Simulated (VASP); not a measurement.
# Ge (I4_1/amd) in VASP: settings compared

The runs below take Ge through single point, with revPBE, RPBE.

Everything below comes from runs of VASP 6.6.1. Logs are shortened: lines on timing, memory, paths and dates and some standing lists are left out, and cuts for length are marked.

**1. The cell of the first run**

The structure is tetragonal, space group I4_1/amd (No. 141). The conventional cell has a = 5.149 Å, b = 5.149 Å, c = 2.795 Å, α = 90.00°, β = 90.00°, γ = 90.00°. Within 3.5 Å of Ge (site symmetry -4m2) lie 10 Ge at 2.67 to 3.32 Å.

**2. Single point, revPBE**

File INCAR:

```
SYSTEM = Ge
  PREC = Accurate
  ENCUT = 520
  EDIFF = 1E-6
  ISMEAR = -1
  SIGMA = 0.05
  LREAL = .False.
  LASPH = .True.
  NELM = 80
  ALGO = Normal
  ISIF = 2
  LWAVE = .False.
  LCHARG = .False.
  GGA = RE
  NBANDS = 21
```

File KPOINTS:

```
regular mesh
0
Gamma
  11 11 11
  0 0 0
```

File POSCAR:

```
Ge
1.0
   -2.5744897190      2.5744897190      1.3974126432
    2.5744897190     -2.5744897190      1.3974126432
    2.5744897190      2.5744897190     -1.3974126432
Ge
2
Direct
    0.5000000000      0.5000000000      0.0000000000
    0.2500000000      0.7500000000      0.5000000000
```

Potentials or basis: VASP PAW PBE potentials, release 64 (Ge_d).

Command:

```sh
$ cat potpaw_PBE.64/Ge_d/POTCAR > POTCAR
$ mpirun -np 1 vasp_std > vasp.out
```

OUTCAR:

```text
SYSTEM = Ge
   PREC = Accurate
   ENCUT = 520
   EDIFF = 1E-6
   ISMEAR = -1
   LREAL = .False.
   LASPH = .True.
   NELM = 80
   ISIF = 2
   GGA = RE

 ion  position               nearest neighbor table
   1  0.500  0.500  0.000-   2 2.67   2 2.67   2 2.67   2 2.67
   2  0.250  0.750  0.500-   1 2.67   1 2.67   1 2.67   1 2.67

  LATTYP: Found a body centered tetragonal cell.
 ALAT       =     5.1489794380
 C/A-ratio  =     0.5427920853

  Lattice vectors:

 A1 = (  -2.5744897190,   2.5744897190,   1.3974126432)
 A2 = (   2.5744897190,  -2.5744897190,   1.3974126432)
 A3 = (   2.5744897190,   2.5744897190,  -1.3974126432)

Analysis of symmetry for initial positions (statically):
=====================================================================
 Subroutine PRICEL returns:
 Original cell was already a primitive cell.

 Routine SETGRP: Setting up the symmetry group for a
 body centered tetragonal supercell.

 Subroutine GETGRP returns: Found 16 space group operations
 (whereof  8 operations were pure point group operations)
 out of a pool of 16 trial point group operations.

The static configuration has the point symmetry D_2d.
 The point group associated with its full space group is D_4h.

Analysis of symmetry for dynamics (positions and initial velocities):
=====================================================================
 Subroutine PRICEL returns:
 Original cell was already a primitive cell.

 Routine SETGRP: Setting up the symmetry group for a
 body centered tetragonal supercell.

 Subroutine GETGRP returns: Found 16 space group operations
 (whereof  8 operations were pure point group operations)
 out of a pool of 16 trial point group operations.

The dynamic configuration has the point symmetry D_2d.
 The point group associated with its full space group is D_4h.

 Subroutine INISYM returns: Found 16 space group operations
 (whereof  8 operations are pure point group operations),
 and found     1 'primitive' translations

----------------------------------------------------------------------------------------

                                     Primitive cell
[... 75 lines left out ...]
   total plane-waves  NPLWV =  27000
   dimension x,y,z NGX =    30 NGY =   30 NGZ =   30
   dimension x,y,z NGXF=    60 NGYF=   60 NGZF=   60
   ions per type =               2
   NGX,Y,Z   is equivalent  to a cutoff of  12.79, 12.79, 12.79 a.u.
   NGXF,Y,Z  is equivalent  to a cutoff of  25.58, 25.58, 25.58 a.u.
 SYSTEM =  Ge
   PREC   = accura    normal or accurate (medium, high low for compatibility)
   ISTART =      0    job   : 0-new  1-cont  2-samecut
   ICHARG =      2    charge: 1-file 2-atom 10-const
   ISPIN  =      1    spin polarized calculation?
   LNONCOLLINEAR =      F non collinear calculations
   LSORBIT =      F    spin-orbit coupling
   LASPH  =      T    aspherical Exc in radial PAW
   ENCUT  =  520.0 eV  38.22 Ry    6.18 a.u.   7.25  7.25  7.25*2*pi/ulx,y,z
   NELM   =     80;   NELMIN=  2; NELMDL= -5     # of ELM steps
   EDIFF  = 0.1E-05   stopping-criterion for ELM
   LREAL  =      F    real-space projection
   EDIFFG = 0.1E-04   stopping-criterion for IOM
   NSW    =      0    number of steps for IOM
   IBRION =     -1    ionic relax: 0-MD 1-quasi-New 2-CG
   NFREE  =      0    steps in history (QN), initial steepest desc. (CG)
   ISIF   =      2    stress and relaxation
   ISYM   =      2    0-nonsym 1-usesym 2-fastsym
   POTIM  = 0.5000    time-step for ionic-motion
   TEBEG  =    0.0;   TEEND  =   0.0 temperature during run
   PSTRESS=    0.0 pullay stress
   NELECT =      28.0000    total number of electrons
   NUPDOWN=      -1.0000    fix difference up-down
   EMIN   =  10.00;   EMAX   =-10.00  energy-range for DOS
   EFERMI =   0.00;   METHOD = LEGACY
   ISMEAR =    -1;   SIGMA  =   0.05  broadening in eV -4-tet -1-fermi 0-gaus
   EFERMI_NEDOS =   21; number of points for ismear=-14 and -15
   IALGO  =     38    algorithm
   IMIX   =      4    mixing-type and parameters
     AMIX     =   0.40;   BMIX     =  1.00
     AMIX_MAG =   1.60;   BMIX_MAG =  1.00
  volume/ion in A,a.u.               =      18.52       125.01
  Fermi-wavevector in a.u.,A,eV,Ry     =   1.491209  2.817976 30.255333  2.223704
  Thomas-Fermi vector in A             =   2.603893
   LORBIT       =      0    0 simple, 1 ext, 2 COOP (PROOUT), +10 PAW based schemes
   GGA     = RE    functional components
   LHFCALC =     F    Hartree Fock is set to
   AEXX    =    0.0000 exact exchange contribution
   IVDW    =     0    specifies the selected vdW correction
   LEPSILON=     F    determine dielectric tensor
   LRPA    =     F    only Hartree local field effects (RPA)
 non-spin polarized calculation
  energy-cutoff  :      520.00
  volume of cell :       37.05
 maximum number of plane-waves:      1029
 NGX is ok and might be reduce to    30
   NGX = 15   NGY = 15   NGZ = 15

 number of electron      28.0000028 magnetization

 Free energy of the ion-electron system (eV)
  ---------------------------------------------------
  ext. energy  EPLUGINS =         0.00000000
  ---------------------------------------------------
  free energy    TOTEN  =        -7.93405138 eV

  energy without entropy =       -7.92601021  energy(sigma->0) =       -7.93003079

 E-fermi :   6.9163     XC(G=0): -11.2424

 val. band max:        6.8991898930   @ k =   0.4545   0.2727   0.0909
 cond. band min:       6.9375419679   @ k =  -0.1818  -0.2727   0.1818
 fundamental gap:      0.0383520750
 Fermi energy:         6.9162597563

 k-point     1 :       0.0000    0.0000    0.0000
  band No.  band energies     occupation
      1     -17.9147      2.00000
      2     -17.8726      2.00000
      3     -17.8405      2.00000
      4     -17.8399      2.00000
      5     -17.7356      2.00000
      6     -17.7356      2.00000
[... 565 lines left out ...]
     20      19.0583      0.00000
     21      19.4795      0.00000

 [... further k-points ...]
[... 5 lines left out ...]
  --------------------------------------------------------------------------------------
  -------------------------------------------------------------------------------------
  Total        1.0134732      1.0134732      0.9846771      0.0000000      0.0000000      0.0000000
  in kB       43.8284248     43.8284248     42.5831144      0.0000000      0.0000000      0.0000000
  external PRESSURE =      43.4133214 kB  Pullay stress =       0.0000000 kB

 VOLUME and BASIS-vectors are now :
 -----------------------------------------------------------------------------
  energy-cutoff  :      520.00
  volume of cell :       37.05
      direct lattice vectors                 reciprocal lattice vectors
    -2.574489719  2.574489719  1.397412643     0.000000000  0.194213244  0.357804119
     2.574489719 -2.574489719  1.397412643     0.194213244  0.000000000  0.357804119
     2.574489719  2.574489719 -1.397412643     0.194213244  0.194213244  0.000000000

 POSITION                                       TOTAL-FORCE (eV/Angst)
 -----------------------------------------------------------------------------------
      0.00000      0.00000      1.39741        -0.000000      0.000000     -0.000000
      2.57449      0.00000      0.69871         0.000000     -0.000000      0.000000
 -----------------------------------------------------------------------------------
    total drift:                                0.000000     -0.000000      0.000000

  FREE ENERGIE OF THE ION-ELECTRON SYSTEM (eV)
  ---------------------------------------------------
  free  energy   TOTEN  =        -7.9340513781 eV

  energy  without entropy=       -7.9260102072  energy(sigma->0) =       -7.93003079
```

Wall time 52 s (1 thread of Intel Xeon 6975P-C (Granite Rapids), shared host); peak memory 0.22 GiB.

Results:

* Free energy: -7.9341 eV
* Pressure: 4.3 GPa
* Band gap on the k mesh: zero (band 14 reaches 8.63 eV, above the bottom of band 15 at 3.90 eV)

Caveat: the PAW data sets were made with another functional, which shifts forces and pressure a little.

**3. Single point, RPBE**

This run uses another cell than the first one, of 19.81 Å³/atom, 1.069 times its volume.

File INCAR:

```
SYSTEM = Ge
ALGO     = Normal         ! electronic algorithm
EDIFF    = 1E-7           ! SCF threshold, eV
ENCUT    = 520            ! plane-wave cutoff, eV
GGA      = RP             ! functional
ISIF     = 2              ! what is computed and relaxed
ISMEAR   = -1             ! smearing method
LASPH    = .True.         ! aspherical terms in the spheres
LCHARG   = .False.        ! write CHGCAR
LREAL    = .False.        ! projectors in reciprocal space
LWAVE    = .False.        ! write WAVECAR
NBANDS   = 21             ! bands
NELM     = 60             ! most SCF steps
PREC     = Accurate       ! precision mode
SIGMA    = 0.05           ! smearing width, eV
```

File KPOINTS:

```
k-points
0
Gamma
  11 11 11
  0 0 0
```

File POSCAR:

```
Ge
1.0
   -2.6363239151      2.6363239151      1.4250603557
    2.6363239151     -2.6363239151      1.4250603557
    2.6363239151      2.6363239151     -1.4250603557
Ge
2
Direct
    0.5000000000      0.5000000000      0.0000000000
    0.2500000000      0.7500000000      0.5000000000
```

Potentials or basis: VASP PAW PBE potentials, release 64 (Ge_d).

Command:

```sh
$ cat potpaw_PBE.64/Ge_d/POTCAR > POTCAR
$ mpirun -np 1 vasp_std > vasp.out
```

OUTCAR:

```text
SYSTEM = Ge
   EDIFF = 1E-7
   ENCUT = 520
   GGA = RP
   ISIF = 2
   ISMEAR = -1
   LASPH = .True.
   LREAL = .False.
   NELM = 60
   PREC = Accurate

 ion  position               nearest neighbor table
   1  0.500  0.500  0.000-   2 2.73   2 2.73   2 2.73   2 2.73
   2  0.250  0.750  0.500-   1 2.73   1 2.73   1 2.73   1 2.73

  LATTYP: Found a body centered tetragonal cell.
 ALAT       =     5.2726478302
 C/A-ratio  =     0.5405482792

  Lattice vectors:

 A1 = (  -2.6363239151,   2.6363239151,   1.4250603557)
 A2 = (   2.6363239151,  -2.6363239151,   1.4250603557)
 A3 = (   2.6363239151,   2.6363239151,  -1.4250603557)

Analysis of symmetry for initial positions (statically):
=====================================================================
 Subroutine PRICEL returns:
 Original cell was already a primitive cell.

 Routine SETGRP: Setting up the symmetry group for a
 body centered tetragonal supercell.

 Subroutine GETGRP returns: Found 16 space group operations
 (whereof  8 operations were pure point group operations)
 out of a pool of 16 trial point group operations.

The static configuration has the point symmetry D_2d.
 The point group associated with its full space group is D_4h.

Analysis of symmetry for dynamics (positions and initial velocities):
=====================================================================
 Subroutine PRICEL returns:
 Original cell was already a primitive cell.

 Routine SETGRP: Setting up the symmetry group for a
 body centered tetragonal supercell.

 Subroutine GETGRP returns: Found 16 space group operations
 (whereof  8 operations were pure point group operations)
 out of a pool of 16 trial point group operations.

The dynamic configuration has the point symmetry D_2d.
 The point group associated with its full space group is D_4h.

 Subroutine INISYM returns: Found 16 space group operations
 (whereof  8 operations are pure point group operations),
 and found     1 'primitive' translations

----------------------------------------------------------------------------------------

                                     Primitive cell

  volume of cell :      39.6178

  direct lattice vectors                    reciprocal lattice vectors
    -2.636323915  2.636323915  1.425060356     0.000000000  0.189658030  0.350862332
     2.636323915 -2.636323915  1.425060356     0.189658030  0.000000000  0.350862332
     2.636323915  2.636323915 -1.425060356     0.189658030  0.189658030  0.000000000

  length of vectors
     3.991391310  3.991391310  3.991391310     0.398841503  0.398841503  0.268216958

  position of ions in fractional coordinates (direct lattice)
     0.500000000  0.500000000  0.000000000
     0.250000000  0.750000000  0.500000000

  ion indices of the primitive-cell ions
   primitive index   ion index
                 1           1
                 2           2

----------------------------------------------------------------------------------------

 KPOINTS: k-points

Automatic generation of k-mesh.
 Grid dimensions read from file:
 generate k-points for:   11   11   11

 Generating k-lattice:

  Cartesian coordinates                     Fractional coordinates (reciprocal lattice)
     0.000000000  0.017241639  0.031896576     0.090909091  0.000000000  0.000000000
     0.017241639  0.000000000  0.031896576     0.000000000  0.090909091  0.000000000
     0.017241639  0.017241639  0.000000000     0.000000000  0.000000000  0.090909091

  Length of vectors
     0.036258318  0.036258318  0.024383360

  Shift w.r.t. Gamma in fractional coordinates (k-lattice)
     0.000000000  0.000000000  0.000000000

 Subroutine IBZKPT returns following result:
 ===========================================

 Found    126 irreducible k-points:

 Following reciprocal coordinates:
            Coordinates               Weight
  0.000000  0.000000  0.000000      1.000000
  0.090909  0.000000  0.000000      8.000000
  0.181818 -0.000000  0.000000      8.000000
  0.272727 -0.000000  0.000000      8.000000
  0.363636  0.000000  0.000000      8.000000
  0.454545 -0.000000  0.000000      8.000000
[... 16 lines left out ...]
 -0.272727  0.181818 -0.000000     16.000000
 -0.181818  0.181818  0.000000      4.000000
 [... further k-points ...]
   k-points           NKPTS =    126   k-points in BZ     NKDIM =    126   number of bands    NBANDS=     21
   number of dos      NEDOS =    301   number of ions     NIONS =      2
   total plane-waves  NPLWV =  27000
   dimension x,y,z NGX =    30 NGY =   30 NGZ =   30
   dimension x,y,z NGXF=    60 NGYF=   60 NGZF=   60
   ions per type =               2
   NGX,Y,Z   is equivalent  to a cutoff of  12.50, 12.50, 12.50 a.u.
   NGXF,Y,Z  is equivalent  to a cutoff of  24.99, 24.99, 24.99 a.u.
 SYSTEM =  Ge
   PREC   = accura    normal or accurate (medium, high low for compatibility)
   ISTART =      0    job   : 0-new  1-cont  2-samecut
   ICHARG =      2    charge: 1-file 2-atom 10-const
   ISPIN  =      1    spin polarized calculation?
   LNONCOLLINEAR =      F non collinear calculations
   LSORBIT =      F    spin-orbit coupling
   LASPH  =      T    aspherical Exc in radial PAW
   ENCUT  =  520.0 eV  38.22 Ry    6.18 a.u.   7.42  7.42  7.42*2*pi/ulx,y,z
   NELM   =     60;   NELMIN=  2; NELMDL= -5     # of ELM steps
   EDIFF  = 0.1E-06   stopping-criterion for ELM
   LREAL  =      F    real-space projection
   EDIFFG = 0.1E-05   stopping-criterion for IOM
   NSW    =      0    number of steps for IOM
   IBRION =     -1    ionic relax: 0-MD 1-quasi-New 2-CG
   NFREE  =      0    steps in history (QN), initial steepest desc. (CG)
   ISIF   =      2    stress and relaxation
   ISYM   =      2    0-nonsym 1-usesym 2-fastsym
   POTIM  = 0.5000    time-step for ionic-motion
   TEBEG  =    0.0;   TEEND  =   0.0 temperature during run
   PSTRESS=    0.0 pullay stress
   NELECT =      28.0000    total number of electrons
   NUPDOWN=      -1.0000    fix difference up-down
   EMIN   =  10.00;   EMAX   =-10.00  energy-range for DOS
   EFERMI =   0.00;   METHOD = LEGACY
   ISMEAR =    -1;   SIGMA  =   0.05  broadening in eV -4-tet -1-fermi 0-gaus
   EFERMI_NEDOS =   21; number of points for ismear=-14 and -15
   IALGO  =     38    algorithm
   IMIX   =      4    mixing-type and parameters
     AMIX     =   0.40;   BMIX     =  1.00
     AMIX_MAG =   1.60;   BMIX_MAG =  1.00
  volume/ion in A,a.u.               =      19.81       133.68
  Fermi-wavevector in a.u.,A,eV,Ry     =   1.458245  2.755684 28.932507  2.126479
  Thomas-Fermi vector in A             =   2.574952
   LORBIT       =      0    0 simple, 1 ext, 2 COOP (PROOUT), +10 PAW based schemes
   GGA     = RP    functional components
   LHFCALC =     F    Hartree Fock is set to
   AEXX    =    0.0000 exact exchange contribution
   IVDW    =     0    specifies the selected vdW correction
   LEPSILON=     F    determine dielectric tensor
   LRPA    =     F    only Hartree local field effects (RPA)
 non-spin polarized calculation
  energy-cutoff  :      520.00
  volume of cell :       39.62
 maximum number of plane-waves:      1109
 NGX is ok and might be reduce to    30
   NGX = 15   NGY = 15   NGZ = 15

 number of electron      27.9999979 magnetization

 Free energy of the ion-electron system (eV)
  ---------------------------------------------------
  ext. energy  EPLUGINS =         0.00000000
  ---------------------------------------------------
  free energy    TOTEN  =        -7.84598633 eV

  energy without entropy =       -7.83837641  energy(sigma->0) =       -7.84218137

 E-fermi :   6.1889     XC(G=0): -10.8793

 val. band max:        6.1863811412   @ k =  -0.4545   0.0909  -0.0000
 cond. band min:       6.1969563234   @ k =   0.3636   0.3636   0.0909
 fundamental gap:      0.0105751822
 Fermi energy:         6.1889012903

 k-point     1 :       0.0000    0.0000    0.0000
  band No.  band energies     occupation
      1     -18.5655      2.00000
      2     -18.5348      2.00000
      3     -18.5068      2.00000
      4     -18.5020      2.00000
      5     -18.4198      2.00000
      6     -18.4198      2.00000
[... 13 lines left out ...]
     20      17.3165      0.00000
     21      18.2898      0.00000

 k-point     2 :       0.0909    0.0000    0.0000
  band No.  band energies     occupation
      1     -18.5629      2.00000
      2     -18.5255      2.00000
      3     -18.4987      2.00000
      4     -18.4957      2.00000
      5     -18.4265      2.00000
      6     -18.4254      2.00000
[... 520 lines left out ...]
 k-point    24 :      -0.1818    0.1818    0.0000
  band No.  band energies     occupation
      1     -18.5513      2.00000
      2     -18.5367      2.00000
      3     -18.5144      2.00000
      4     -18.4898      2.00000
      5     -18.4261      2.00000
      6     -18.4135      2.00000
[... 13 lines left out ...]
     20      18.0405      0.00000
     21      18.3876      0.00000

 [... further k-points ...]
[... 5 lines left out ...]
  --------------------------------------------------------------------------------------
  -------------------------------------------------------------------------------------
  Total       -0.0008881     -0.0008881      0.0070877      0.0000000      0.0000000      0.0000000
  in kB       -0.0359172     -0.0359172      0.2866330      0.0000000      0.0000000      0.0000000
  external PRESSURE =       0.0715996 kB  Pullay stress =       0.0000000 kB

 VOLUME and BASIS-vectors are now :
 -----------------------------------------------------------------------------
  energy-cutoff  :      520.00
  volume of cell :       39.62
      direct lattice vectors                 reciprocal lattice vectors
    -2.636323915  2.636323915  1.425060356     0.000000000  0.189658030  0.350862332
     2.636323915 -2.636323915  1.425060356     0.189658030  0.000000000  0.350862332
     2.636323915  2.636323915 -1.425060356     0.189658030  0.189658030  0.000000000

 POSITION                                       TOTAL-FORCE (eV/Angst)
 -----------------------------------------------------------------------------------
      0.00000      0.00000      1.42506         0.000000      0.000000     -0.000000
      2.63632      0.00000      0.71253        -0.000000     -0.000000      0.000000
 -----------------------------------------------------------------------------------
    total drift:                                0.000000     -0.000000      0.000000

  FREE ENERGIE OF THE ION-ELECTRON SYSTEM (eV)
  ---------------------------------------------------
  free  energy   TOTEN  =        -7.8459863310 eV

  energy  without entropy=       -7.8383764069  energy(sigma->0) =       -7.84218137
```

It took 56 s on 1 thread of Intel Xeon 6975P-C (Granite Rapids), shared host; peak memory 0.22 GiB.

What came out:

* Free energy: -7.8460 eV
* Pressure: 0.0 GPa
* Band gap on the k mesh: zero (band 14 reaches 7.72 eV, above the bottom of band 15 at 3.46 eV)

Levels at points of the mesh, in eV from the Fermi level:
```
           k point  band 10  band 11  band 12  band 13  band 14  band 15  band 16  band 17  band 18  band 19
(0.00, 0.00, 0.00)   -24.50   -12.74    -4.27    -2.17    -2.17     3.38     7.16     7.16     7.75     7.95
```

Caveat: the PAW data sets were made with another functional, which shifts forces and pressure a little.
